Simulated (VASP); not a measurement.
# Si6O11 (a cell with a defect) in VASP: a series of runs

Si6O11 (a cell with a defect) is run at these levels: LDA; tasks: single point.

Everything below comes from runs of VASP 6.6.1. Logs are shortened: lines on timing, memory, paths and dates and some standing lists are left out, and cuts for length are marked.

**1. The cell of the first run**

The cell holds a defect, 17 atoms: a = 4.867 Å, b = 5.365 Å, c = 8.429 Å, α = 90.00°, β = 90.00°, γ = 90.00°.

**2. Single point, LDA**

Input file INCAR:

```
  PREC = Accurate
  ENCUT = 520
  EDIFF = 1E-6
  ISMEAR = 0
  SIGMA = 0.05
  LREAL = Auto
  LASPH = True
  NELM = 60
  ALGO = Normal
  ISIF = 2
  LWAVE = False
  LCHARG = False
  NELECT = 88.0
  NBANDS = 59
```

Input file KPOINTS:

```
Automatic mesh
0
Gamma
  4 4 2
```

Input file POSCAR:

```
Si6O11
1.0
   -2.4333868794      4.2147497096      0.0000000000
    0.0000000000      0.0000000000      5.3651521237
    7.3001606382      4.2147497096      0.0000000000
Si O
6 11
Direct
    0.7676536602      0.3333333333      0.2323463398
    0.2676536602      0.3333333333      0.7323463398
    0.4646926795      0.6666666667      0.0000000000
    0.9646926795      0.6666666667      0.5000000000
    0.2676536602      0.0000000000      0.2676536602
    0.7676536602      0.0000000000      0.7676536602
    0.0706884960      0.2213245393      0.2055640003
    0.5706884960      0.2213245393      0.7055640003
    0.7730017524      0.5546578727      0.3618737519
    0.2730017524      0.5546578727      0.8618737519
    0.6563097516      0.8879912060      0.9325622479
    0.3878694042      0.7696694486      0.1138690456
    0.7730017524      0.7786754607      0.6381262481
    0.6563097516      0.4453421273      0.0674377521
    0.1563097516      0.4453421273      0.5674377521
    0.5706884960      0.1120087940      0.2944359997
    0.0706884960      0.1120087940      0.7944359997
```

Potentials or basis: VASP PAW LDA potentials, release 64 (Si, O).

The run is started by

```console
$ cat potpaw_LDA.64/Si/POTCAR potpaw_LDA.64/O/POTCAR > POTCAR
$ mpirun -np 1 vasp_std > vasp.out
```

OUTCAR:

```text
PREC = Accurate
   ENCUT = 520
   EDIFF = 1E-6
   ISMEAR = 0
   LREAL = Auto
   LASPH = True
   NELM = 60
   ISIF = 2
   NELECT = 88.0

 ion  position               nearest neighbor table
   1  0.768  0.333  0.232-   7 1.61  14 1.61  16 1.61   9 1.61   5 3.03   5 3.03   4 3.03   3 3.03

   2  0.268  0.333  0.732-   8 1.61  15 1.61  17 1.61  10 1.61   6 3.03   6 3.03   3 3.03   4 3.03

   3  0.465  0.667  0.000-  12 1.17  10 1.61  11 1.61  14 1.61   5 3.03   2 3.03   6 3.03   1 3.03

   4  0.965  0.667  0.500-  13 1.61   9 1.61  15 1.61   6 3.03   1 3.03   5 3.03   2 3.03
   5  0.268  0.000  0.268-  16 1.61   7 1.61  12 1.88   3 3.03   1 3.03   1 3.03   4 3.03
   6  0.768  0.000  0.768-  17 1.61  11 1.61   8 1.61  13 1.61   4 3.03   2 3.03   2 3.03   3 3.03

   7  0.071  0.221  0.206-   1 1.61   5 1.61
   8  0.571  0.221  0.706-   2 1.61   6 1.61
   9  0.773  0.555  0.362-   4 1.61   1 1.61
  10  0.273  0.555  0.862-   3 1.61   2 1.61
  11  0.656  0.888  0.933-   6 1.61   3 1.61
  12  0.388  0.770  0.114-   3 1.17   5 1.88
  13  0.773  0.779  0.638-   4 1.61   6 1.61
  14  0.656  0.445  0.067-   1 1.61   3 1.61
  15  0.156  0.445  0.567-   2 1.61   4 1.61
  16  0.571  0.112  0.294-   5 1.61   1 1.61
  17  0.071  0.112  0.794-   6 1.61   2 1.61

 -----------------------------------------------------------------------------
|                                                                             |
|           W    W    AA    RRRRR   N    N  II  N    N   GGGG   !!!           |
|           W    W   A  A   R    R  NN   N  II  NN   N  G    G  !!!           |
|           W    W  A    A  R    R  N N  N  II  N N  N  G       !!!           |
|           W WW W  AAAAAA  RRRRR   N  N N  II  N  N N  G  GGG   !            |
|           WW  WW  A    A  R   R   N   NN  II  N   NN  G    G                |
|           W    W  A    A  R    R  N    N  II  N    N   GGGG   !!!           |
|                                                                             |
|     The distance between some ions is very small. Please check the          |
|     nearest-neighbor list in the OUTCAR file.                               |
|     I HOPE YOU KNOW WHAT YOU ARE DOING!                                     |
|                                                                             |
 -----------------------------------------------------------------------------

  LATTYP: Found a simple orthorhombic cell.
 ALAT       =     4.8667737588
 B/A-ratio  =     1.1024042599
 C/A-ratio  =     1.7320508076

  Lattice vectors:

 A1 = (  -2.4333868794,   4.2147497096,   0.0000000000)
 A2 = (   0.0000000000,   0.0000000000,   5.3651521237)
 A3 = (   7.3001606382,   4.2147497096,   0.0000000000)

Analysis of symmetry for initial positions (statically):
=====================================================================
 Subroutine PRICEL returns:
 Original cell was already a primitive cell.

 Routine SETGRP: Setting up the symmetry group for a
 simple orthorhombic supercell.

 Subroutine GETGRP returns: Found  1 space group operations
 (whereof  1 operations were pure point group operations)
 out of a pool of  8 trial point group operations.

The static configuration has the point symmetry C_1 .

Analysis of symmetry for dynamics (positions and initial velocities):
=====================================================================
 Subroutine PRICEL returns:
 Original cell was already a primitive cell.

 Routine SETGRP: Setting up the symmetry group for a
 simple orthorhombic supercell.

 Subroutine GETGRP returns: Found  1 space group operations
 (whereof  1 operations were pure point group operations)
 out of a pool of  8 trial point group operations.

The dynamic configuration has the point symmetry C_1 .

 Subroutine INISYM returns: Found  1 space group operations
 (whereof  1 operations are pure point group operations),
 and found     1 'primitive' translations

----------------------------------------------------------------------------------------

                                     Primitive cell

  volume of cell :     220.1025

  direct lattice vectors                    reciprocal lattice vectors
    -2.433386879  4.214749710  0.000000000    -0.102737465  0.177946510  0.000000000
     0.000000000  0.000000000  5.365152124     0.000000000  0.000000000  0.186388005
     7.300160638  4.214749710  0.000000000     0.102737465  0.059315503  0.000000000

  length of vectors
     4.866773759  5.365152124  8.429499419     0.205474931  0.186388005  0.118631006

  position of ions in fractional coordinates (direct lattice)
     0.767653660  0.333333333  0.232346340
     0.267653660  0.333333333  0.732346340
     0.464692679  0.666666667  1.000000000
     0.964692679  0.666666667  0.500000000
     0.267653660  0.000000000  0.267653660
     0.767653660  0.000000000  0.767653660
[... 9 lines left out ...]
     0.570688496  0.112008794  0.294436000
     0.070688496  0.112008794  0.794436000

  ion indices of the primitive-cell ions
   primitive index   ion index
                 1           1
                 2           2
                 3           3
                 4           4
                 5           5
                 6           6
[... 9 lines left out ...]
                16          16
                17          17

----------------------------------------------------------------------------------------

 KPOINTS: Automatic mesh

Automatic generation of k-mesh.
 Grid dimensions read from file:
 generate k-points for:    4    4    2

 Generating k-lattice:

  Cartesian coordinates                     Fractional coordinates (reciprocal lattice)
    -0.025684366  0.044486627  0.000000000     0.250000000  0.000000000  0.000000000
     0.000000000  0.000000000  0.046597001     0.000000000  0.250000000  0.000000000
     0.051368733  0.029657752  0.000000000    -0.000000000  0.000000000  0.500000000

  Length of vectors
     0.051368733  0.046597001  0.059315503

  Shift w.r.t. Gamma in fractional coordinates (k-lattice)
     0.000000000  0.000000000  0.000000000

 Subroutine IBZKPT returns following result:
 ===========================================

 Found     20 irreducible k-points:

 Following reciprocal coordinates:
            Coordinates               Weight
  0.000000  0.000000  0.000000      1.000000
  0.250000  0.000000  0.000000      2.000000
  0.500000  0.000000  0.000000      1.000000
  0.000000  0.250000  0.000000      2.000000
  0.250000  0.250000  0.000000      2.000000
  0.250000 -0.250000  0.000000      2.000000
[... 12 lines left out ...]
  0.250000  0.500000  0.500000      2.000000
  0.500000  0.500000  0.500000      1.000000
   k-points           NKPTS =     20   k-points in BZ     NKDIM =     20   number of bands    NBANDS=     59
   number of dos      NEDOS =    301   number of ions     NIONS =     17
   total plane-waves  NPLWV =  92160
   dimension x,y,z NGX =    36 NGY =   40 NGZ =   64
   dimension x,y,z NGXF=    72 NGYF=   80 NGZF=  128
   ions per type =               6  11
   NGX,Y,Z   is equivalent  to a cutoff of  12.30, 12.39, 12.62 a.u.
   NGXF,Y,Z  is equivalent  to a cutoff of  24.59, 24.79, 25.24 a.u.
 SYSTEM =  unknown system
   PREC   = accura    normal or accurate (medium, high low for compatibility)
   ISTART =      0    job   : 0-new  1-cont  2-samecut
   ICHARG =      2    charge: 1-file 2-atom 10-const
   ISPIN  =      1    spin polarized calculation?
   LNONCOLLINEAR =      F non collinear calculations
   LSORBIT =      F    spin-orbit coupling
   LASPH  =      T    aspherical Exc in radial PAW
   ENCUT  =  520.0 eV  38.22 Ry    6.18 a.u.   9.05  9.98 15.67*2*pi/ulx,y,z
   NELM   =     60;   NELMIN=  2; NELMDL= -5     # of ELM steps
   EDIFF  = 0.1E-05   stopping-criterion for ELM
   LREAL  =      T    real-space projection
   EDIFFG = 0.1E-04   stopping-criterion for IOM
   NSW    =      0    number of steps for IOM
   IBRION =     -1    ionic relax: 0-MD 1-quasi-New 2-CG
   NFREE  =      0    steps in history (QN), initial steepest desc. (CG)
   ISIF   =      2    stress and relaxation
   ISYM   =      2    0-nonsym 1-usesym 2-fastsym
   POTIM  = 0.5000    time-step for ionic-motion
   TEBEG  =    0.0;   TEEND  =   0.0 temperature during run
   PSTRESS=    0.0 pullay stress
   NELECT =      88.0000    total number of electrons
   NUPDOWN=      -1.0000    fix difference up-down
   EMIN   =  10.00;   EMAX   =-10.00  energy-range for DOS
   EFERMI =   0.00;   METHOD = LEGACY
   ISMEAR =     0;   SIGMA  =   0.05  broadening in eV -4-tet -1-fermi 0-gaus
   EFERMI_NEDOS =   21; number of points for ismear=-14 and -15
   IALGO  =     38    algorithm
   IMIX   =      4    mixing-type and parameters
     AMIX     =   0.40;   BMIX     =  1.00
     AMIX_MAG =   1.60;   BMIX_MAG =  1.00
  volume/ion in A,a.u.               =      12.95        87.37
  Fermi-wavevector in a.u.,A,eV,Ry     =   1.206037  2.279080 19.790026  1.454526
  Thomas-Fermi vector in A             =   2.341716
   LORBIT       =      0    0 simple, 1 ext, 2 COOP (PROOUT), +10 PAW based schemes
   GGA     = CA    functional components
   LHFCALC =     F    Hartree Fock is set to
   AEXX    =    0.0000 exact exchange contribution
   IVDW    =     0    specifies the selected vdW correction
   LEPSILON=     F    determine dielectric tensor
   LRPA    =     F    only Hartree local field effects (RPA)
 non-spin polarized calculation
 Gauss-broadening in eV      SIGMA  =   0.05
  energy-cutoff  :      520.00
  volume of cell :      220.10
 maximum number of plane-waves:      5960
   NGX = 19   NGY = 19   NGZ = 31

 number of electron      88.0000004 magnetization

 Free energy of the ion-electron system (eV)
  ---------------------------------------------------
  ext. energy  EPLUGINS =         0.00000000
  ---------------------------------------------------
  free energy    TOTEN  =      -137.62032654 eV

  energy without entropy =     -137.60548290  energy(sigma->0) =     -137.61290472

 E-fermi :   0.9552     XC(G=0):  -9.5693

 val. band max:        0.9395966788   @ k =   0.0000   0.0000   0.0000
 cond. band min:       0.9559613634   @ k =   0.5000   0.0000   0.0000
 fundamental gap:      0.0163646846
 Fermi energy:         0.9552164021

 k-point     1 :       0.0000    0.0000    0.0000
  band No.  band energies     occupation
      1     -18.7704      2.00000
      2     -18.0989      2.00000
      3     -18.0100      2.00000
      4     -17.2184      2.00000
      5     -16.9683      2.00000
      6     -16.7519      2.00000
[... 48 lines left out ...]
     55      11.1067      0.00000
     56      11.2523      0.00000

 k-point     2 :       0.2500    0.0000    0.0000
  band No.  band energies     occupation
      1     -18.6888      2.00000
      2     -18.0872      2.00000
      3     -17.9036      2.00000
      4     -17.2631      2.00000
      5     -17.0796      2.00000
      6     -16.8757      2.00000
[... 48 lines left out ...]
     55      11.0294      0.00000
     56      11.2085      0.00000

 k-point     3 :       0.5000    0.0000    0.0000
  band No.  band energies     occupation
      1     -18.5922      2.00000
      2     -18.0885      2.00000
      3     -17.7015      2.00000
      4     -17.4123      2.00000
      5     -17.2411      2.00000
      6     -16.9007      2.00000
[... 936 lines left out ...]
 k-point    19 :       0.2500    0.5000    0.5000
  band No.  band energies     occupation
      1     -18.5335      2.00000
      2     -18.2072      2.00000
      3     -17.7824      2.00000
      4     -17.5139      2.00000
      5     -17.1172      2.00000
      6     -16.8438      2.00000
[... 48 lines left out ...]
     55      10.8601      0.00000
     56      11.0910      0.00000

 k-point    20 :       0.5000    0.5000    0.5000
  band No.  band energies     occupation
      1     -18.5335      2.00000
      2     -18.0574      2.00000
      3     -17.6602      2.00000
      4     -17.4629      2.00000
      5     -17.2798      2.00000
      6     -16.9430      2.00000
[... 48 lines left out ...]
     55      10.8964      0.00000
     56      11.0580      0.00000
 [bands above 56 left out]

------------------------ aborting loop because EDIFF is reached ----------------------------------------

  FORCE on cell =-STRESS in cart. coord.  units (eV):
  Direction    XX          YY          ZZ          XY          YZ          ZX
  --------------------------------------------------------------------------------------
  -------------------------------------------------------------------------------------
  Total       26.7781375    -13.7494577     -4.9815158      5.3807054      2.9599214     23.5043010
  in kB      194.9242924   -100.0855010    -36.2616122     39.1674067     21.5459567    171.0932747
  external PRESSURE =      19.5257264 kB  Pullay stress =       0.0000000 kB

 VOLUME and BASIS-vectors are now :
 -----------------------------------------------------------------------------
  energy-cutoff  :      520.00
  volume of cell :      220.10
      direct lattice vectors                 reciprocal lattice vectors
    -2.433386879  4.214749710  0.000000000    -0.102737465  0.177946510  0.000000000
     0.000000000  0.000000000  5.365152124     0.000000000  0.000000000  0.186388005
     7.300160638  4.214749710  0.000000000     0.102737465  0.059315503  0.000000000

 POSITION                                       TOTAL-FORCE (eV/Angst)
 -----------------------------------------------------------------------------------
     -0.17183      4.21475      1.78838        -0.568049     -1.541794      0.457429
      4.69494      4.21475      1.78838         0.885103      1.003300     -0.004195
     -1.13078      1.95856      3.57677       -42.530719     -5.893622    -23.067984
      1.30261      6.17331      3.57677         1.369271     -0.582782     -1.941752
      1.30261      2.25619      0.00000        -4.043942      0.343338     -1.184961
      3.73600      6.47094      0.00000         0.670571      0.378703      1.045385
[... 9 lines left out ...]
      0.76072      3.64628      0.60094         1.097953     -0.204954     -0.559188
      5.62750      3.64628      0.60094        -0.390963      0.016102     -0.032944
 -----------------------------------------------------------------------------------
    total drift:                               -0.008257     -0.021416     -0.014705

  FREE ENERGIE OF THE ION-ELECTRON SYSTEM (eV)
  ---------------------------------------------------
  free  energy   TOTEN  =      -137.6203265424 eV

  energy  without entropy=     -137.6054829015  energy(sigma->0) =     -137.61290472
```

It took 3.4 min on 1 thread of Intel Xeon 6975P-C (Granite Rapids), shared host; peak memory 0.32 GiB.

Results:

| Property | Result |
| --- | --- |
| Free energy | -137.6203 eV |
| Largest force | 56.697 eV/Å |

Forces in eV/Å, atoms in the order of the input:
```
Si   -0.568  -1.542   0.457
Si    0.885   1.003  -0.004
Si  -42.531  -5.894 -23.068
Si    1.369  -0.583  -1.942
Si   -4.044   0.343  -1.185
Si    0.671   0.379   1.045
O    -0.019   0.937  -1.454
O    -0.295  -0.121  -0.015
O     0.022   0.652   1.034
O    -0.214  -0.394  -0.108
O    -2.595   0.382   0.377
O    49.884   4.463  26.575
O    -1.410   0.014   0.053
O    -0.725   1.317  -2.147
O    -1.137  -0.767   0.973
O     1.098  -0.205  -0.559
O    -0.391   0.016  -0.033
```

Caveat: the k points lie up to 0.37 Å⁻¹ apart; the cell carries a net charge on a neutralising background, which shifts energy and pressure; the cell differs from its parent crystal (atoms taken out, atom 12 moved -0.125 of the way to it and +0.500 Å across, host rigid); the cell is charged against a uniform background, so pressure and absolute levels hang on convention; atoms lie so close that the PAW spheres overlap strongly, which falsifies energies and pressures.

(Part 1 of 2 ends here.)
